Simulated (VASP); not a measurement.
Li16H (a cell with a defect): single point with LDA

The system is Li16H (a cell with a defect).

```xyz
17
Lattice="6.9800 0.0000 0.0000 0.0000 6.9800 0.0000 0.0000 0.0000 6.9800" Properties=species:S:1:pos:R:3 pbc="T T T"
Li   -0.1496    0.0011   -0.0186
Li    3.6351    0.0006   -0.0197
Li   -0.0585    3.4884    0.0581
Li    0.1050    0.0031    3.6239
Li    1.7461    1.6975    1.7038
Li    3.5448    3.4880    0.0582
Li    3.3794    0.0029    3.6239
Li    5.2352    1.5612    1.7509
Li    0.0425    3.4928    3.3828
Li    1.7458    5.2921    1.7052
Li    1.7441    1.8305    5.3287
Li    3.4445    3.4925    3.3818
Li    5.2347    5.4318    1.7477
Li    5.2339    1.8477    5.1164
Li    1.7438    5.1603    5.3271
Li    5.2338    5.1468    5.1149
H     5.2322    0.0068    0.8225
```

```json
{
  "Program": "VASP 6.6.1",
  "Task": "single point",
  "Functional": "LDA",
  "Potentials or basis": "VASP PAW LDA potentials, release 64 (Li_sv, H)",
  "Cutoff": "520 eV",
  "k mesh": "3 × 3 × 3",
  "Occupations": "fermi-dirac, width 0.1 eV",
  "Spin": "no spin polarisation",
  "Dipole correction": "no",
  "Further INCAR settings": "LREAL = Auto; ALGO = Normal; EDIFF = 1e-07; NBANDS = 38"
}
```

The largest force is 0.014 eV/Å.

Forces on the atoms (eV/Å):
```
Li   0.003  0.008  0.001
Li   0.000  0.008  0.003
Li   0.002  0.010  0.000
Li   0.003  0.004 -0.007
Li  -0.004 -0.003  0.000
Li   0.001  0.011  0.000
Li   0.004  0.004 -0.004
Li  -0.003 -0.010 -0.003
Li   0.003  0.003  0.002
Li  -0.004 -0.007 -0.003
Li  -0.002 -0.011 -0.008
Li   0.002  0.004  0.005
Li  -0.003 -0.007  0.002
Li  -0.002 -0.011  0.001
Li  -0.001 -0.003 -0.001
Li  -0.002 -0.001  0.004
H    0.003 -0.002  0.007
```

Levels at points of the mesh, in eV from the Fermi level:
| k point | band 21 | band 22 | band 23 | band 24 | band 25 | band 26 | band 27 | band 28 |
| --- | --- | --- | --- | --- | --- | --- | --- | --- |
| (0.00, 0.00, 0.00) | -1.08 | -1.06 | -1.01 | -0.30 | 0.26 | 0.27 | 0.28 | 0.28 |

Run time: 2.3 min on 1 thread of Intel(R) Xeon(R) 6975P-C (Granite Rapids), with other jobs on the host, peak memory 0.35 GiB.
